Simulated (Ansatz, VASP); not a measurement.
## One calculation of Ti, two programs

File INCAR:

```
SYSTEM = Ti
  ALGO = Normal
  EDIFF = 1E-6
  ENCUT = 520
  GGA = PE
  ISIF = 2
  ISMEAR = -1
  ISPIN = 2
  ISYM = 0
  LASPH = .True.
  LCHARG = .False.
  LMAXMIX = 4
  LORBIT = 11
  LREAL = .False.
  LWAVE = .False.
  MAGMOM = 4
  NBANDS = 16
  NELM = 150
  PREC = Accurate
  SIGMA = 0.01
```

KPOINTS

```
k-points
0
Gamma
  1 1 1
  0 0 0
```

File POSCAR:

```
Ti
1.0
   14.0000000000      0.0000000000      0.0000000000
    0.0000000000     14.4000000000      0.0000000000
    0.0000000000      0.0000000000     14.8000000000
Ti
1
Direct
    0.5000000000      0.5000000000      0.5000000000
```

Input for Ansatz:

```yaml
crystal:
  lattice:
    - [14.0, 0.0, 0.0]
    - [0.0, 14.4, 0.0]
    - [0.0, 0.0, 14.8]
  atoms:
    - { symbol: Ti, position: [0.5, 0.5, 0.5], spin: 4.0 }
  symmetry: { detect: false, time_reversal: true }
hamiltonian:
  xc: pbe
  pseudopotentials:
    kind: paw
    azcp:
      Ti: "pseudopotentials/Ti.paw.azcp"
basis:
  ecutwfc: 420
  fft_grid_basis: typed
kpoints:
  mp_grid: { grid: [1, 1, 1], shift: [0, 0, 0] }
magnetization:
  spin_polarized: true
scf:
  occupations: { method: fermi_dirac, width: 0.01 }
```

Alike in both runs: task single point; functional PBE; k mesh 1 × 1 × 1; occupations fermi-dirac, width 0.01 eV; collinear spin.

|  | VASP | Ansatz |
| --- | --- | --- |
| version | VASP 6.6.1 | Ansatz 0.2.0 |
| potentials or method | VASP PAW PBE potentials, release 64 (Ti_sv), cutoff 520 eV | plane waves (420 eV) with PAW, scalar-relativistic |
| valence electrons in the cell | 12 | 12 |

```csv
,VASP,Ansatz,Ansatz less VASP
gap on the k mesh at the Fermi level (eV),0.82,0.83,+0.007
net moment per atom (μB),4.00,4.00,0.000
size of the moment on the site where the two differ most (μB),2.40,4.00,+1.604
```

Site moments also hang on the region over which each program counts them. Ansatz's warnings: given moment on shells.
